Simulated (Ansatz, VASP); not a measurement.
# Sb in VASP and in Ansatz

The input INCAR:

```
PREC     = Accurate       # precision mode
ENCUT    = 520            # plane-wave cutoff, eV
EDIFF    = 1E-7           # SCF threshold, eV
ISMEAR   = -1             # smearing method
SIGMA    = 0.05           # smearing width, eV
LREAL    = False          # projectors in reciprocal space
LASPH    = True           # aspherical terms in the spheres
NELM     = 60             # most SCF steps
ALGO     = Normal         # electronic algorithm
ISIF     = 2              # what is computed and relaxed
LWAVE    = False          # write WAVECAR
LCHARG   = False          # write CHGCAR
GGA      = PS             # functional
NBANDS   = 18             # bands
```

The input KPOINTS:

```
Automatic mesh
0
Gamma
  7 7 7
```

Contents of POSCAR:

```
Sb
1.0
   -4.0300106443      4.0300106443      2.0254867038
    4.0300106443     -4.0300106443      2.0254867038
    4.0300106443      4.0300106443     -2.0254867038
Sb
4
Direct
    0.6512630600      0.1512630600      0.8025261200
    0.1512630600      0.3487369400      0.5000000000
    0.3487369400      0.8487369400      0.1974738800
    0.8487369400      0.6512630600      0.5000000000
```

input.yaml

```yaml
crystal:
  lattice:
    - [-4.0300106443, 4.0300106443, 2.0254867038]
    - [4.0300106443, -4.0300106443, 2.0254867038]
    - [4.0300106443, 4.0300106443, -2.0254867038]
  atoms:
    - { symbol: Sb, position: [0.65126306, 0.15126306, 0.80252612] }
    - { symbol: Sb, position: [0.15126306, 0.34873694, 0.5] }
    - { symbol: Sb, position: [0.34873694, 0.84873694, 0.19747388] }
    - { symbol: Sb, position: [0.84873694, 0.65126306, 0.5] }
hamiltonian:
  xc: pbesol
  pseudopotentials: { kind: paw }
kpoints:
  mp_grid: { grid: [7, 7, 7] }
scf:
  occupations: { method: fermi_dirac, width: 0.05 }
output:
  forces: true
  stress: true
  eigenvalues: true
```

Alike in both runs: task single point; functional PBEsol; k mesh 7 × 7 × 7; occupations fermi-dirac, width 0.05 eV; no spin polarisation.

|  | VASP | Ansatz |
| --- | --- | --- |
| version | VASP 6.6.1 | Ansatz 0.2.0 |
| potentials or method | VASP PAW PBE potentials, release 64 (Sb) | Ansatz PAW |
| plane-wave cutoff (eV) | 520 | 420 |
| valence electrons in the cell | 20 | 60 |

VASP gave:

* gap on the k mesh at the Fermi level (eV): none
* pressure (GPa): -0.7
* traceless stress, the component that is largest in VASP (GPa): 0.14
* rms of the force components (eV/Å): 0.030

Question: What did Ansatz give for the same quantities?

Answer: gap on the k mesh at the Fermi level (eV): none; pressure (GPa): -0.7; traceless stress, the component that is largest in VASP (GPa): 0.11; rms of the force components (eV/Å): 0.025.

VASP's potentials were made for PBE, not for PBEsol. Atom by atom the forces differ by 0.005 eV/Å (rms over components). A gap of «none» marks a metal or a gap that the smearing closes. VASP's potentials hold 20 valence electrons a cell and Ansatz's 60, so a difference there can come from the potentials and not from the codes.

Neither program's run includes spin-orbit coupling.
